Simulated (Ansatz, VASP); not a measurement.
# One calculation of CaCr3Bi, two programs

```
Ca Cr Bi
1.0
     5.33497    0.00000    0.00000
     0.00000    5.33497    0.00000
     0.00000    0.00000    5.33497
Ca Cr Bi
1 3 1
Direct
  0.00000 0.00000 0.00000
  0.00000 0.50000 0.50000
  0.50000 0.00000 0.50000
  0.50000 0.50000 0.00000
  0.50000 0.50000 0.50000
```

Alike in both runs: functional PBE; k mesh 4 × 4 × 4; occupations gaussian, width 0.1 eV; collinear spin.

Ansatz relaxed the structure, and its values are those at the end. VASP's run is a single point on that final structure, the one shown.

```csv
,VASP,Ansatz
version,VASP 6.6.1,Ansatz 0.2.0
potentials or method,"VASP PAW PBE potentials, release 64 (Ca_sv, Cr_pv, Bi_d), cutoff 500 eV","scalar-relativistic, plane waves, PAW"
valence electrons in the cell,61,67
```

VASP gave:

| Property | Result |
| --- | --- |
| gap on the k mesh at the Fermi level (eV) | none |
| pressure (GPa) | 0.0 |
| net moment per atom (μB) | 2.64 |
| size of the moment on the site where the two differ most (μB) | 3.90 |

Problem. Which values does Ansatz return?

Solution. gap on the k mesh at the Fermi level (eV): none; pressure (GPa): 0.1; net moment per atom (μB): 2.64; size of the moment on the site where the two differ most (μB): 3.78.

Site moments also hang on the region over which each program counts them. A gap of «none» marks a metal or a gap that the smearing closes. VASP's potentials hold 61 valence electrons a cell and Ansatz's 67, so a difference there can come from the potentials and not from the codes.

Spin-orbit coupling is off throughout.
